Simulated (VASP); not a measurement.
Wanted: the native input for a VASP 6.6.1 run.

- Task: relaxation of cell and atoms
- Functional: PBE
- Potentials or basis: VASP PAW PBE potentials, release 64 (Cd, S)
- Cutoff: 500 eV
- k mesh: 14 × 14 × 14
- Occupations: fermi-dirac, width 0.05 eV
- Spin: no spin polarisation
- Dipole correction: no
- Further INCAR settings: ALGO = Normal; EDIFF = 1e-07; IBRION = 2; EDIFFG = -0.005; NSW = 60; ISIF = 3

The structure of CdS (CsCl type) lies in POSCAR:

```
CdS
1.0
    3.0150239690      0.0000000000      0.0000000000
    0.0000000000      3.0150239690      0.0000000000
    0.0000000000      0.0000000000      3.0150239690
Cd S
1 1
Direct
    0.0000000000      0.0000000000      0.0000000000
    0.5000000000      0.5000000000      0.5000000000
```

These files were run (other wordings do the same):

INCAR

```
SYSTEM = CdS
ALGO = Normal
EDIFF = 1E-7
EDIFFG = -0.005
ENCUT = 500
GGA = PE
GGA_COMPAT = .FALSE.
IBRION = 2
ISIF = 3
ISMEAR = -1
LASPH = .TRUE.
LCHARG = .FALSE.
LREAL = .FALSE.
LWAVE = .FALSE.
NELM = 120
NELMIN = 4
NSW = 60
PREC = Accurate
SIGMA = 0.05
```

KPOINTS

```
k-points
0
G
  14 14 14
  0 0 0
```

Potentials or basis: VASP PAW PBE potentials, release 64 (Cd, S).

Command:

```console
$ cat potpaw_PBE.64/Cd/POTCAR potpaw_PBE.64/S/POTCAR > POTCAR
$ mpirun -np 1 vasp_std > vasp.out
```

It gave:

```json
{
  "Relaxed volume": "19.76 Å³/atom",
  "Relaxed cell": "a = 3.406 Å, b = 3.406 Å, c = 3.406 Å, α = 90.00°, β = 90.00°, γ = 90.00°",
  "Space group after relaxing (to 0.05 Å)": "Pm-3m (No. 221)",
  "Energy gained by relaxing": "843.2 meV/atom",
  "Ionic steps": "21",
  "Pressure after relaxing": "0.0 GPa",
  "Band gap on the k mesh": "zero (band 9 reaches 3.88 eV, above the bottom of band 10 at 2.84 eV)"
}
```

Caveat: the volume moved by over 15 % at a fixed basis, so the end points are rough.

Wall time 120 s on 1 thread of Intel(R) Xeon(R) Platinum 8559C (Emerald Rapids), with other jobs on the host, peak memory 0.17 GiB.
